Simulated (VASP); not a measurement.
Crystal: MgS.

```
S Mg
1.0
     0.00000    2.60165    2.60165
     2.60165    0.00000    2.60165
     2.60165    2.60165    0.00000
S Mg
1 1
Cartesian
  2.6016 2.6016 2.6016
  0.0000 0.0000 0.0000
```

Program: VASP 6.6.1. Alike in all runs: task single point; potentials or basis VASP PAW PBE potentials, release 64 (S, Mg); no spin polarisation; cell as given; k mesh 5 × 5 × 5; cutoff (eV) 520; smearing fermi-dirac 0.05 eV.

Order these runs on this cell by their pressure, lowest first.
A. level PBE-based screened hybrid with 25 % exact exchange; share of exact exchange 0.25; screening parameter 0.3 1/Å
B. level PBEsol-based global hybrid with 25 % exact exchange; share of exact exchange 0.25
C. level B3LYP; share of exact exchange 0.2

B (-2.1 GPa), A (-0.5 GPa), C (1.7 GPa).

Caveats: the PAW data sets were made with another functional, which shifts forces and pressure a little.
